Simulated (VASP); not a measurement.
# TiO2 (P4_2/mnm) in VASP: relaxation of cell and atoms with r2SCAN

Aim: the relaxation of cell and atoms of TiO2 with r2SCAN.

All numbers are computed with VASP 6.6.1; they aren't measurements. Logs are shortened: lines on timing, memory, paths and dates and some standing lists are left out, and cuts for length are marked.

**1. The cell of the first run**

Symmetry: P4_2/mnm, No. 136, tetragonal system. Conventional cell: a = 4.643 Å, b = 4.643 Å, c = 2.964 Å, α = 90.00°, β = 90.00°, γ = 90.00°. Within 2.6 Å of Ti (site symmetry mmm) lie 6 O at 1.96 to 2.00 Å. O (site symmetry m2m) has 3 Ti at 1.96 to 2.00 Å and 1 O at 2.56 Å within 2.6 Å.

**2. Relaxation of cell and atoms, r2SCAN**

The input, POSCAR:

```
TiO2
1.0
    4.6433015421      0.0000000000      0.0000000000
    0.0000000000      4.6433015421      0.0000000000
    0.0000000000      0.0000000000      2.9640763260
Ti O
2 4
Direct
    0.0000000000      0.0000000000      0.0000000000
    0.5000000000      0.5000000000      0.5000000000
    0.3051320929      0.3051320929      0.0000000000
    0.1948679071      0.8051320929      0.5000000000
    0.8051320929      0.1948679071      0.5000000000
    0.6948679071      0.6948679071      0.0000000000
```

The input, INCAR.step1:

```
PREC = Accurate
ENCUT = 660
ISMEAR = -1
SIGMA = 0.02
LREAL = False
LASPH = True
NELM = 120
GGA = PE
ALGO = Normal
EDIFF = 1E-5
LWAVE = True
LCHARG = False
GGA_COMPAT = False
IBRION = 2
ISIF = 3
EDIFFG = -0.005
NELMIN = 4
NSW = 100
```

The input, INCAR.step2:

```
PREC = Accurate
ENCUT = 660
EDIFF = 1E-7
ISMEAR = -1
SIGMA = 0.02
LREAL = False
LASPH = True
NELM = 120
ALGO = Normal
ISIF = 3
LWAVE = False
LCHARG = False
METAGGA = R2SCAN
LMIXTAU = True
IBRION = 2
NSW = 80
EDIFFG = -0.005
ISTART = 1
GGA_COMPAT = False
NELMIN = 4
```

The input, KPOINTS:

```
regular mesh
0
Gamma
  6 6 8
```

Potentials or basis: VASP PAW PBE potentials, release 64 (Ti_sv, O).

Started as:

```bash
$ cat potpaw_PBE.64/Ti_sv/POTCAR potpaw_PBE.64/O/POTCAR > POTCAR
$ cp INCAR.step1 INCAR
$ mpirun -np 1 vasp_std > vasp.out
$ cp INCAR.step2 INCAR
$ mpirun -np 1 vasp_std > vasp.out
```

OUTCAR:

```text
PREC = Accurate
   ENCUT = 660
   EDIFF = 1E-7
   ISMEAR = -1
   LREAL = False
   LASPH = True
   NELM = 120
   ISIF = 3
   METAGGA = R2SCAN
   IBRION = 2
   NSW = 80
   EDIFFG = -0.005
   ISTART = 1
   NELMIN = 4

 ion  position               nearest neighbor table
   1  0.000  0.000  0.000-   4 1.96   5 1.96   4 1.96   5 1.96   3 2.00   6 2.00
   2  0.500  0.500  0.500-   3 1.96   6 1.96   3 1.96   6 1.96   5 2.00   4 2.00
   3  0.305  0.305  0.000-   2 1.96   2 1.96   1 2.00
   4  0.195  0.805  0.500-   1 1.96   1 1.96   2 2.00
   5  0.805  0.195  0.500-   1 1.96   1 1.96   2 2.00
   6  0.695  0.695  0.000-   2 1.96   2 1.96   1 2.00

  LATTYP: Found a simple tetragonal cell.
 ALAT       =     4.6433015421
 C/A-ratio  =     0.6383553381

  Lattice vectors:

 A1 = (   4.6433015421,   0.0000000000,   0.0000000000)
 A2 = (   0.0000000000,   4.6433015421,   0.0000000000)
 A3 = (   0.0000000000,   0.0000000000,   2.9640763260)

Analysis of symmetry for initial positions (statically):
=====================================================================
 Subroutine PRICEL returns:
 Original cell was already a primitive cell.

 Routine SETGRP: Setting up the symmetry group for a
 simple tetragonal supercell.

 Subroutine GETGRP returns: Found 16 space group operations
 (whereof  8 operations were pure point group operations)
 out of a pool of 16 trial point group operations.

The static configuration has the point symmetry D_2h.
 The point group associated with its full space group is D_4h.

Analysis of symmetry for dynamics (positions and initial velocities):
=====================================================================
 Subroutine PRICEL returns:
 Original cell was already a primitive cell.

 Routine SETGRP: Setting up the symmetry group for a
 simple tetragonal supercell.

 Subroutine GETGRP returns: Found 16 space group operations
 (whereof  8 operations were pure point group operations)
 out of a pool of 16 trial point group operations.

The dynamic configuration has the point symmetry D_2h.
 The point group associated with its full space group is D_4h.

 Subroutine INISYM returns: Found 16 space group operations
 (whereof  8 operations are pure point group operations),
 and found     1 'primitive' translations

----------------------------------------------------------------------------------------

                                     Primitive cell

  volume of cell :      63.9062

  direct lattice vectors                    reciprocal lattice vectors
     4.643301542  0.000000000  0.000000000     0.215364001  0.000000000  0.000000000
     0.000000000  4.643301542  0.000000000     0.000000000  0.215364001  0.000000000
     0.000000000  0.000000000  2.964076326     0.000000000  0.000000000  0.337373229

  length of vectors
     4.643301542  4.643301542  2.964076326     0.215364001  0.215364001  0.337373229

  position of ions in fractional coordinates (direct lattice)
     0.000000000  0.000000000  0.000000000
     0.500000000  0.500000000  0.500000000
     0.305132093  0.305132093  0.000000000
     0.194867907  0.805132093  0.500000000
     0.805132093  0.194867907  0.500000000
     0.694867907  0.694867907  0.000000000

  ion indices of the primitive-cell ions
   primitive index   ion index
                 1           1
                 2           2
                 3           3
                 4           4
                 5           5
                 6           6

----------------------------------------------------------------------------------------

 KPOINTS: regular mesh

Automatic generation of k-mesh.
 Grid dimensions read from file:
 generate k-points for:    6    6    8

 Generating k-lattice:

  Cartesian coordinates                     Fractional coordinates (reciprocal lattice)
     0.035894000  0.000000000  0.000000000     0.166666667  0.000000000  0.000000000
     0.000000000  0.035894000  0.000000000     0.000000000  0.166666667  0.000000000
     0.000000000  0.000000000  0.042171654     0.000000000  0.000000000  0.125000000

  Length of vectors
     0.035894000  0.035894000  0.042171654

  Shift w.r.t. Gamma in fractional coordinates (k-lattice)
     0.000000000  0.000000000  0.000000000

 Subroutine IBZKPT returns following result:
 ===========================================

 Found     50 irreducible k-points:

 Following reciprocal coordinates:
            Coordinates               Weight
  0.000000  0.000000  0.000000      1.000000
  0.166667  0.000000  0.000000      4.000000
  0.333333  0.000000  0.000000      4.000000
  0.500000  0.000000  0.000000      2.000000
  0.166667  0.166667  0.000000      4.000000
  0.333333  0.166667  0.000000      8.000000
[... 16 lines left out ...]
  0.333333  0.000000  0.250000      8.000000
  0.500000  0.000000  0.250000      4.000000
 [... further k-points ...]
   k-points           NKPTS =     50   k-points in BZ     NKDIM =     50   number of bands    NBANDS=     28
   number of dos      NEDOS =    301   number of ions     NIONS =      6
   total plane-waves  NPLWV =  44800
   dimension x,y,z NGX =    40 NGY =   40 NGZ =   28
   dimension x,y,z NGXF=    80 NGYF=   80 NGZF=   56
   ions per type =               2   4
   NGX,Y,Z   is equivalent  to a cutoff of  14.32, 14.32, 15.70 a.u.
   NGXF,Y,Z  is equivalent  to a cutoff of  28.64, 28.64, 31.41 a.u.
 SYSTEM =  unknown system
   PREC   = accura    normal or accurate (medium, high low for compatibility)
   ISTART =      1    job   : 0-new  1-cont  2-samecut
   ICHARG =      0    charge: 1-file 2-atom 10-const
   ISPIN  =      1    spin polarized calculation?
   LNONCOLLINEAR =      F non collinear calculations
   LSORBIT =      F    spin-orbit coupling
   LASPH  =      T    aspherical Exc in radial PAW
   ENCUT  =  660.0 eV  48.51 Ry    6.96 a.u.   9.73  9.73  6.21*2*pi/ulx,y,z
   NELM   =    120;   NELMIN=  4; NELMDL=  0     # of ELM steps
   EDIFF  = 0.1E-06   stopping-criterion for ELM
   LREAL  =      F    real-space projection
   EDIFFG = -.5E-02   stopping-criterion for IOM
   NSW    =     80    number of steps for IOM
   IBRION =      2    ionic relax: 0-MD 1-quasi-New 2-CG
   NFREE  =      1    steps in history (QN), initial steepest desc. (CG)
   ISIF   =      3    stress and relaxation
   ISYM   =      2    0-nonsym 1-usesym 2-fastsym
   POTIM  = 0.5000    time-step for ionic-motion
   TEBEG  =    0.0;   TEEND  =   0.0 temperature during run
   PSTRESS=    0.0 pullay stress
   NELECT =      48.0000    total number of electrons
   NUPDOWN=      -1.0000    fix difference up-down
   EMIN   =  10.00;   EMAX   =-10.00  energy-range for DOS
   EFERMI =   0.00;   METHOD = LEGACY
   ISMEAR =    -1;   SIGMA  =   0.02  broadening in eV -4-tet -1-fermi 0-gaus
   EFERMI_NEDOS =   21; number of points for ismear=-14 and -15
   IALGO  =     38    algorithm
   IMIX   =      4    mixing-type and parameters
     AMIX     =   0.40;   BMIX     =  1.00
     AMIX_MAG =   1.60;   BMIX_MAG =  1.00
  volume/ion in A,a.u.               =      10.65        71.88
  Fermi-wavevector in a.u.,A,eV,Ry     =   1.488130  2.812158 30.130520  2.214531
  Thomas-Fermi vector in A             =   2.601203
   LORBIT       =      0    0 simple, 1 ext, 2 COOP (PROOUT), +10 PAW based schemes
   METAGGA = R2SCAN    functional components
   LHFCALC =     F    Hartree Fock is set to
   AEXX    =    0.0000 exact exchange contribution
   IVDW    =     0    specifies the selected vdW correction
   LEPSILON=     F    determine dielectric tensor
   LRPA    =     F    only Hartree local field effects (RPA)
 conjugate gradient relaxation of ions
 non-spin polarized calculation
  energy-cutoff  :      660.00
  volume of cell :       63.91
 maximum number of plane-waves:      2496
 NGX is ok and might be reduce to    40
   NGX = 19   NGY = 19   NGZ = 13

--------------------------------------- Ionic step        1  -------------------------------------------

 number of electron      47.9999988 magnetization

 Free energy of the ion-electron system (eV)
  ---------------------------------------------------
  ext. energy  EPLUGINS =         0.00000000
  ---------------------------------------------------
  free energy    TOTEN  =       -69.80288679 eV

  energy without entropy =      -69.80288679  energy(sigma->0) =      -69.80288679

------------------------ aborting loop because EDIFF is reached ----------------------------------------

  FORCE on cell =-STRESS in cart. coord.  units (eV):
  Direction    XX          YY          ZZ          XY          YZ          ZX
  --------------------------------------------------------------------------------------
  -------------------------------------------------------------------------------------
  Total       -1.8727877     -1.8727877     -1.4836881      0.0000000      0.0000000      0.0000000
  in kB      -46.9522024    -46.9522024    -37.1971822      0.0000000      0.0000000      0.0000000
  external PRESSURE =     -43.7005290 kB  Pullay stress =       0.0000000 kB
[... 145 lines left out ...]
  energy  without entropy=      -69.8214820031  energy(sigma->0) =      -69.82148200

--------------------------------------- Ionic step        5  -------------------------------------------

 number of electron      48.0000000 magnetization

 Free energy of the ion-electron system (eV)
  ---------------------------------------------------
  ext. energy  EPLUGINS =         0.00000000
  ---------------------------------------------------
  free energy    TOTEN  =       -69.82156143 eV

  energy without entropy =      -69.82156143  energy(sigma->0) =      -69.82156143

 E-fermi :   5.0756     XC(G=0): -12.1365

 val. band max:        4.5127202676   @ k =   0.0000   0.0000   0.0000
 cond. band min:       6.7271433348   @ k =   0.0000   0.0000   0.0000
 fundamental gap:      2.2144230672
 Fermi energy:         5.0755963711

 k-point     1 :       0.0000    0.0000    0.0000
  band No.  band energies     occupation
      1     -54.6509      2.00000
      2     -54.6334      2.00000
      3     -29.9140      2.00000
      4     -29.9140      2.00000
      5     -29.7386      2.00000
      6     -29.7386      2.00000
[... 733 lines left out ...]
     27       8.0719      0.00000
     28       8.0719      0.00000

 [... further k-points ...]

------------------------ aborting loop because EDIFF is reached ----------------------------------------

  FORCE on cell =-STRESS in cart. coord.  units (eV):
  Direction    XX          YY          ZZ          XY          YZ          ZX
  --------------------------------------------------------------------------------------
  -------------------------------------------------------------------------------------
  Total        0.0042145      0.0042145      0.0138717      0.0000000      0.0000000      0.0000000
  in kB        0.1078303      0.1078303      0.3549127      0.0000000      0.0000000      0.0000000
  external PRESSURE =       0.1901911 kB  Pullay stress =       0.0000000 kB
[... 21 lines left out ...]
  FREE ENERGIE OF THE ION-ELECTRON SYSTEM (eV)
  ---------------------------------------------------
  free  energy   TOTEN  =       -69.8215614330 eV

  energy  without entropy=      -69.8215614330  energy(sigma->0) =      -69.82156143

 reached required accuracy - stopping structural energy minimisation
```

It took 57 min on 1 thread of Intel Xeon 8259CL, shared host; peak memory 0.3 GiB.

What came out:

```yaml
Free_energy: -69.8216 eV
Relaxed_volume: 10.44 Å³/atom
Relaxed_cell: a = 4.600 Å, b = 4.600 Å, c = 2.960 Å, α = 90.00°, β = 90.00°, γ = 90.00°
Space_group_after_relaxing_to_0.1_Å: P4_2/mnm (No. 136)
Energy_gained_by_relaxing: 3.1 meV/atom
Ionic_steps: 5
Pressure_after_relaxing: 0.0 GPa
Largest_force_after_relaxing: 0.004 eV/Å
Band_gap_on_the_k_mesh: 2.21 eV
```

Forces on the atoms (eV/Å):
```
Ti   0.000  0.000  0.000
Ti   0.000  0.000  0.000
O    0.003  0.003  0.000
O   -0.003  0.003  0.000
O    0.003 -0.003  0.000
O   -0.003 -0.003  0.000
```

The path:
```tsv
step	energy change (eV)	largest force (eV/Å)	pressure (GPa)	volume (Å³)
1	0.0000	0.0231	-4.37	63.91
2	0.0121	0.2374	6.37	61.26
3	-0.0163	0.0870	0.06	62.75
4	-0.0186	0.0140	0.03	62.64
5	-0.0187	0.0036	0.02	62.62
```

Final structure:
```cif
data_structure
_symmetry_space_group_name_H-M 'P 1'
_symmetry_Int_Tables_number 1
_cell_length_a 4.5997
_cell_length_b 4.5997
_cell_length_c 2.9598
_cell_angle_alpha 90.000
_cell_angle_beta 90.000
_cell_angle_gamma 90.000
_cell_volume 62.62
loop_
_atom_site_label
_atom_site_type_symbol
_atom_site_fract_x
_atom_site_fract_y
_atom_site_fract_z
_atom_site_occupancy
Ti1 Ti 0.00000 0.00000 0.00000 1
Ti2 Ti 0.50000 0.50000 0.50000 1
O1 O 0.30451 0.30451 0.00000 1
O2 O 0.19549 0.80451 0.50000 1
O3 O 0.80451 0.19549 0.50000 1
O4 O 0.69549 0.69549 0.00000 1
```

Levels at points of the mesh, in eV from the valence-band top:
```tsv
k point	band 20	band 21	band 22	band 23	band 24	band 25	band 26	band 27	band 28
(0.00, 0.00, 0.00)	-2.09	-0.77	-0.49	-0.49	0.00	2.21	2.54	2.77	2.86
(0.50, 0.00, 0.00)	-3.15	-1.71	-1.71	-0.77	-0.77	2.90	2.90	3.39	3.39
(0.50, 0.50, 0.00)	-2.20	-1.39	-1.39	-1.13	-1.13	2.25	2.25	2.88	2.88
(0.00, 0.00, 0.50)	-2.88	-2.40	-2.40	-1.48	-1.48	3.32	3.32	3.56	3.56
(0.50, 0.00, 0.50)	-2.48	-2.07	-2.07	-1.09	-1.09	2.28	2.28	3.58	3.58
(0.50, 0.50, 0.50)	-2.85	-1.32	-1.32	-0.72	-0.72	2.95	2.95	3.58	3.58
```

Caveat: the PAW data sets were made with another functional, which shifts forces and pressure a little. A k mesh can miss the band edges.
